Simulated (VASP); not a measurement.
Here is a VASP 6.6.1 calculation.

Contents of INCAR:

```
PREC = Accurate ; ENCUT = 520
EDIFF = 1E-6 ; ISMEAR = -1
SIGMA = 0.3 ; LREAL = False
LASPH = True ; NELM = 60
ALGO = Normal ; ISIF = 2
LWAVE = False ; LCHARG = False
GGA = PS ; IVDW = 12
NBANDS = 16
```

Contents of KPOINTS:

```
regular mesh
0
Gamma
  7 7 7
```

File POSCAR:

```
Mg2NCl
1.0
    1.6878958887      0.9745065974      6.1014039528
   -1.6878958887      0.9745065974      6.1014039528
    0.0000000000     -1.9490142111      6.1014039528
Mg N Cl
2 1 1
Direct
    0.2228150000      0.2228150000      0.2228150000
    0.7771850000      0.7771850000      0.7771850000
    0.5000000000      0.5000000000      0.5000000000
    0.0000000000      0.0000000000      0.0000000000
```

Potentials or basis: VASP PAW PBE potentials, release 64 (Mg, N, Cl).

The run is started by

```bash
$ cat potpaw_PBE.64/Mg/POTCAR potpaw_PBE.64/N/POTCAR potpaw_PBE.64/Cl/POTCAR > POTCAR
$ mpirun -np 1 vasp_std > vasp.out
```

**Question.** Predict the band gap on the k mesh.

**Answer.** 1.85 eV, direct.

**Question.** What does it give for the pressure?

**Answer.** -9.0 GPa.

Forces in eV/Å, atoms in the order of the input:
```
Mg   0.000  0.000 -0.240
Mg   0.000  0.000  0.240
N    0.000  0.000  0.000
Cl   0.000  0.000  0.000
```

Caveat: three body term missing; the PAW data sets were made with another functional, which shifts forces and pressure a little. A hybrid or GW would open this gap; PBEsol tends to underestimate it.
